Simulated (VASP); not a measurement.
Runs of VASP 6.6.1 on TaSiO4. The structure is that of space group P4/mmm (No. 123), or close to it. The cells are those of the table. 

| task | potentials or basis | cell | cutoff (eV) | second run | gap on the mesh (eV) | pressure (GPa) | largest force (eV/Å) |
| --- | --- | --- | --- | --- | --- | --- | --- |
| single point | VASP PAW PBE potentials, release 64 (Ta_pv, Si, O) | a = 5.425, b = 5.425, c = 3.025 Å, 6 atoms | 520 | - | none | (a) | 0.16 |
| single point | VASP PAW PBE potentials, release 64 (Ta_sv_GW, Si, O) | a = 4.642, b = 4.642, c = 3.036 Å, 6 atoms | 600 | valence_matched | none | (b) | 1.15 |
| relaxation of cell and atoms | VASP PAW PBE potentials, release 64 (Ta_pv, Si, O) | relaxed from a = 4.642, b = 4.642, c = 3.036 Å, 6 atoms | 600 | - | none | 0.2 | 0.02 |
| single point | VASP PAW PBE potentials, release 64 (Ta_sv_GW, Si, O) | a = 5.425, b = 5.425, c = 3.025 Å, 6 atoms | 600 | valence_matched | none | 0.2 | 0.09 |
| single point | VASP PAW PBE potentials, release 64 (Ta_pv, Si, O) | a = 4.642, b = 4.642, c = 3.036 Å, 6 atoms | 520 | - | none | 89.6 | 1.19 |

Alike in all rows: level PBE; no spin polarisation; k mesh 4 × 4 × 6; smearing gaussian 0.1 eV.

**Question.** Fill in the values left out.

**Answer.** (a) 0.6; (b) 89.3.

Caveats: spin-orbit coupling is left out, which moves the levels of the heavy elements; an odd number of electrons without spin polarisation forces a metal; a magnetic or distorted state may lie lower; the standard files for N, O and F lose accuracy on very short bonds (some runs).

A k mesh can miss the band edges, and the runs leave out spin-orbit coupling on Ta.

A gap of «none» marks levels without a gap at the run's occupations.

The runs don't all hold the same shells in valence.
